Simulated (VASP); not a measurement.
Wanted: the native input for a VASP 6.6.1 run.

```
Task                   : single point
Functional             : PBE
Potentials or basis    : VASP PAW PBE potentials, release 64 (Mn_pv, Sb)
Cutoff                 : 520 eV
k mesh                 : 12 × 12 × 8
Occupations            : gaussian, width 0.05 eV
Spin                   : collinear spin, ferromagnetic start
Starting moments       : [3.58, 3.58, 0.0, 0.0] μB
Dipole correction      : no
Further INCAR settings : ALGO = Normal; EDIFF = 1e-07; NBANDS = 30
```

The structure of MnSb lies in POSCAR:

```
MnSb
1.0
    4.1247780348      0.0000000000      0.0000000000
   -2.0623890174      3.5721625631      0.0000000000
    0.0000000000      0.0000000000      5.6341515486
Mn Sb
2 2
Direct
    0.0000000000      0.0000000000      0.0000000000
    0.0000000000      0.0000000000      0.5000000000
    0.3333333333      0.6666666667      0.2500000000
    0.6666666667      0.3333333333      0.7500000000
```

One way to write it, as run:

INCAR

```
SYSTEM = MnSb
PREC = Accurate ; ENCUT = 520
EDIFF = 1E-7 ; ISMEAR = 0
SIGMA = 0.05 ; LREAL = .False.
LASPH = .True. ; NELM = 150
ALGO = Normal ; ISIF = 2
LWAVE = .False. ; LCHARG = .True.
ISPIN = 2 ; MAGMOM = 3.58 3.58 0 0
LORBIT = 11 ; LMAXMIX = 4
GGA = PE ; LELF = .True.
LVHAR = .True. ; NBANDS = 30
```

KPOINTS

```
Automatic mesh
0
Gamma
  12 12 8
  0 0 0
```

Potentials or basis: VASP PAW PBE potentials, release 64 (Mn_pv, Sb).

Command:

```sh
$ cat potpaw_PBE.64/Mn_pv/POTCAR potpaw_PBE.64/Sb/POTCAR > POTCAR
$ mpirun -np 1 vasp_std > vasp.out
```

Results of the run:

```
Pressure                                              : -1.1 GPa
Net moment                                            : 6.54 μB per cell
Site moments                                          : Mn +3.31; Sb -0.12 μB
Valence electrons inside the program's atomic spheres : Mn 11.56; Sb 2.46
```

Caveat: the run started ferromagnetic, and an antiferromagnetic order may lie lower in energy.

Run time: 11 min on 1 thread of Intel Xeon 8259CL, on a shared host, peak memory 0.47 GiB.
